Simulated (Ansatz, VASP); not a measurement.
# Sn3Te: VASP beside Ansatz

```
Te Sn
1.0
     4.86562    0.00000    0.00000
     0.00000    4.86562    0.00000
     0.00000    0.00000    4.86562
Te Sn
1 3
Direct
  0.00673 0.98858 0.99664
  0.99890 0.50418 0.49890
  0.50157 0.00640 0.49978
  0.48993 0.50469 0.99880
```

Change from the starting cell: atoms moved at random, drawn with an rms of 0.05 Å.

Alike in both runs: task single point; functional PBEsol; k mesh 6 × 6 × 6; occupations fermi-dirac, width 0.05 eV; no spin polarisation.

|  | VASP | Ansatz |
| --- | --- | --- |
| version | VASP 6.6.1 | Ansatz 0.2.0 |
| potentials or method | VASP PAW PBE potentials, release 64 (Te, Sn_d) | Ansatz PAW |
| plane-wave cutoff (eV) | 520 | 420 |
| valence electrons in the cell | 48 | 58 |

```csv
,VASP,Ansatz,Ansatz less VASP
gap on the k mesh at the Fermi level (eV),none,none,-
pressure (GPa),-2.3,-2.3,+0.01
rms of the force components (eV/Å),0.039,0.039,-0.0003
```

VASP's potentials were made for PBE, not for PBEsol. Atom by atom the forces differ by 0.000 eV/Å (rms over components). A gap of «none» marks a metal or a gap that the smearing closes. With one functional, cell and mesh, what is left measures potentials, basis and numerics. VASP's potentials hold 48 valence electrons a cell and Ansatz's 58, so a difference there can come from the potentials and not from the codes.

Spin-orbit coupling is off throughout.
